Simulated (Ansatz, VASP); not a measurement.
**Al3Cu: VASP beside Ansatz**

```xyz
4
Lattice="4.1808 0.0000 0.0000 0.0000 3.8891 0.0000 0.0000 0.0000 3.8891" Properties=species:S:1:pos:R:3 pbc="T T T"
Al    0.0000    1.9446    1.9446
Al    2.0904    0.0000    1.9446
Al    2.0904    1.9446    0.0000
Cu    0.0000    0.0000    0.0000
```

Change from the starting cell: strain +0.0750 x Voigt [1, 0, 0, 0, 0, 0], atoms carried along.

Alike in both runs: task single point; functional r2SCAN; k mesh 12 × 12 × 12; occupations gaussian, width 0.15 eV; no spin polarisation.

```csv
,VASP,Ansatz
version,VASP 6.6.1,Ansatz 0.2.0
potentials or method,"VASP PAW PBE potentials, release 64 (Al, Cu), cutoff 520 eV","scalar-relativistic, plane waves, PAW"
valence electrons in the cell,20,28
```

```tsv
	VASP	Ansatz	Ansatz less VASP
gap on the k mesh at the Fermi level (eV)	none	none	-
pressure (GPa)	-6.4	-6.3	+0.09
traceless stress, the component that is largest in VASP (GPa)	-4.70	-4.71	-0.014
```

VASP's potentials were made for PBE, not for r2SCAN. A gap of «none» marks a metal or a gap that the smearing closes. With one functional, cell and mesh, what is left measures potentials, basis and numerics. VASP's potentials hold 20 valence electrons a cell and Ansatz's 28, so a difference there can come from the potentials and not from the codes.
